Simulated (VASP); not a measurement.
A run of VASP 6.6.1 is set up as follows.

The input INCAR:

```
SYSTEM = Ca
PREC = Accurate
ENCUT = 600
EDIFF = 1E-6
ISMEAR = -1
SIGMA = 0.05
LREAL = .False.
LASPH = .True.
NELM = 100
ALGO = Normal
ISIF = 4
LWAVE = .False.
LCHARG = .False.
GGA = CA
IBRION = 2
NSW = 50
EDIFFG = -0.005
```

KPOINTS

```
Automatic mesh
0
Gamma
  12 12 6
  0 0 0
```

File POSCAR:

```
Ca
1.0
    2.8396058073      0.0000000000      0.0000000000
   -1.4198029037      2.4591707659      0.0000000000
    0.0000000000      0.0000000000      4.7118406817
Ca
2
Direct
    0.3333333333      0.6666666667      0.2500000000
    0.6666666667      0.3333333333      0.7500000000
```

Potentials or basis: VASP PAW LDA potentials, release 64 (Ca_sv).

Command:

```console
$ cat potpaw_LDA.64/Ca_sv/POTCAR > POTCAR
$ mpirun -np 1 vasp_std > vasp.out
```

Task: What does it give for the band gap on the k mesh?

Result: Zero (bands 10 and 11 overlap by 1.16 eV).

The path:
| step | energy change (eV) | largest force (eV/Å) | pressure (GPa) | volume (Å³) |
| --- | --- | --- | --- | --- |
| 1 | 0.0000 | 0.0000 | 49.64 | 32.90 |
| 2 | -0.0114 | 0.0000 | 49.16 | 32.90 |
| 3 | -0.0246 | 0.0000 | 47.74 | 32.90 |
| 4 | -0.0247 | 0.0000 | 47.59 | 32.90 |
